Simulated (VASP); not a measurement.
Wanted: the native input for a VASP 6.6.1 run.

```yaml
Task: single point
Functional: PBE
Potentials_or_basis: VASP PAW PBE potentials, release 64 (Ga_d)
Cutoff: 520 eV
k_mesh: 6 × 6 × 6
Occupations: fermi-dirac, width 0.1 eV
Spin: no spin polarisation
Dipole_correction: no
Further_INCAR_settings: ALGO = Normal; EDIFF = 1e-06; NBANDS = 12
```

The structure of Ga lies in POSCAR:

```
Ga
1.0
    2.7218595216      0.0000000000      0.0000000000
    0.0000000000      2.7218595216      0.0000000000
    0.0000000000      0.0000000000      2.7218595216
Ga
1
Direct
    0.0000000000      0.0000000000      0.0000000000
```

The input as run:

INCAR

```
PREC = Accurate
ENCUT = 520
EDIFF = 1E-6
ISMEAR = -1
SIGMA = 0.1
LREAL = False
LASPH = True
NELM = 100
ALGO = Normal
ISIF = 2
LWAVE = False
LCHARG = False
GGA = PE
NBANDS = 12
```

KPOINTS

```
Automatic mesh
0
Gamma
  6 6 6
```

Potentials or basis: VASP PAW PBE potentials, release 64 (Ga_d).

The run is started by

```sh
$ cat potpaw_PBE.64/Ga_d/POTCAR > POTCAR
$ mpirun -np 1 vasp_std > vasp.out
```

It gave:

* Pressure: 0.5 GPa

Caveat: the k points lie up to 0.38 Å⁻¹ apart.

It took 2 s on 1 thread of Intel(R) Xeon(R) 6975P-C (Granite Rapids) (shared host), peak memory 0.12 GiB.
